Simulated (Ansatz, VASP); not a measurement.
# One calculation of C, two programs

```xyz
4
Lattice="2.4737 0.0000 0.0000 -1.2369 2.1423 0.0000 0.0000 0.0000 4.1190" Properties=species:S:1:pos:R:3 pbc="T T T"
C     0.0000    1.4282   -0.0003
C     1.2369    0.7141    2.0591
C     0.0000    1.4282    1.5408
C     1.2369    0.7141    3.6003
```

Alike in both runs: task single point; functional PBEsol; k mesh 9 × 9 × 6; no spin polarisation.

|  | VASP | Ansatz |
| --- | --- | --- |
| version | VASP 6.6.1 | Ansatz 0.2.0 |
| potentials or method | VASP PAW PBE potentials, release 64 (C_h), cutoff 1300 eV | scalar-relativistic, plane waves, PAW |
| occupations | gaussian, width 0.01 eV | fixed |
| valence electrons in the cell | 16 | 16 |

```csv
,VASP,Ansatz,Ansatz less VASP
gap on the k mesh at the Fermi level (eV),2.92,2.93,+0.015
least direct gap on the mesh (eV),4.96,4.96,+0.002
pressure (GPa),14.6,14.3,-0.25
"traceless stress, the component that is largest in VASP (GPa)",0.21,0.24,+0.022
```

VASP's potentials were made for PBE, not for PBEsol, and Ansatz warns of the same on its side.
